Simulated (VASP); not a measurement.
Input of a VASP 6.6.1 run:

Contents of INCAR:

```
SYSTEM = MgO
PREC = Accurate
ENCUT = 840
EDIFF = 1E-6
ISMEAR = -1
SIGMA = 0.001
LREAL = .False.
LASPH = .True.
NELM = 120
ALGO = Normal
ISIF = 2
LWAVE = .False.
LCHARG = .False.
GGA = PE
NBANDS = 15
GGA_COMPAT = .False.
```

File KPOINTS:

```
Automatic mesh
0
Gamma
  8 8 8
  0 0 0
```

File POSCAR:

```
MgO
1.0
    0.0000000000      2.1715000000      2.1715000000
    2.1715000000      0.0000000000      2.1715000000
    2.1715000000      2.1715000000      0.0000000000
Mg O
1 1
Direct
    0.0000000000      0.0000000000      0.0000000000
    0.5000000000      0.5000000000      0.5000000000
```

Potentials or basis: VASP PAW PBE potentials, release 64 (Mg_sv, O).

Command:

```console
$ cat potpaw_PBE.64/Mg_sv/POTCAR potpaw_PBE.64/O/POTCAR > POTCAR
$ mpirun -np 1 vasp_std > vasp.out
```

Problem. Predict the pressure.

Solution. -8.2 GPa.

Problem. What does it give for the band gap on the k mesh?

Solution. 3.90 eV.

Caveat: the cell stands under tension. PBE gaps usually lie below the measured ones, often by a third to a half.
